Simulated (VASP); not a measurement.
Mo3W, 4 atoms in the cell. The structure is cubic, space group Fm-3m (No. 225). The conventional cell has a = 6.332 Å, b = 6.332 Å, c = 6.332 Å, α = 90.00°, β = 90.00°, γ = 90.00°. Within 3.6 Å of Mo (site symmetry -43m) lie 10 Mo at 2.74 to 3.17 Å and 4 W at 2.74 Å. Within 3.6 Å of Mo (site symmetry m-3m) lie 8 Mo at 2.74 Å and 6 W at 3.17 Å. W (site symmetry m-3m) has 14 Mo at 2.74 to 3.17 Å within 3.6 Å. 

```yaml
Program: VASP 6.6.1
Task: relaxation of cell and atoms
Functional: PBE
Potentials_or_basis: VASP PAW PBE potentials, release 64 (Mo_sv, W_sv)
Cutoff: 600 eV
k_mesh: 12 × 12 × 12
Occupations: gaussian, width 0.1 eV
Spin: no spin polarisation
Dipole_correction: no
Further_INCAR_settings: ALGO = Fast; EDIFF = 1e-06; IBRION = 2; EDIFFG = -0.01; NSW = 100; ISIF = 3
```

Potentials or basis: VASP PAW PBE potentials, release 64 (Mo_sv, W_sv).

Launch:

```sh
$ cat potpaw_PBE.64/Mo_sv/POTCAR potpaw_PBE.64/W_sv/POTCAR > POTCAR
$ mpirun -np 1 vasp_std > vasp.out
```

Hardware: 1 thread of Intel(R) Xeon(R) Platinum 8488C (Sapphire Rapids), with other jobs on the host.

Q: How long does it take, and how much memory?

A: Run time: 6.2 min on 1 thread of Intel(R) Xeon(R) Platinum 8488C (Sapphire Rapids), on a shared host, peak memory 0.33 GiB. Counts: scf iterations 34, k points 72, ion steps 3.
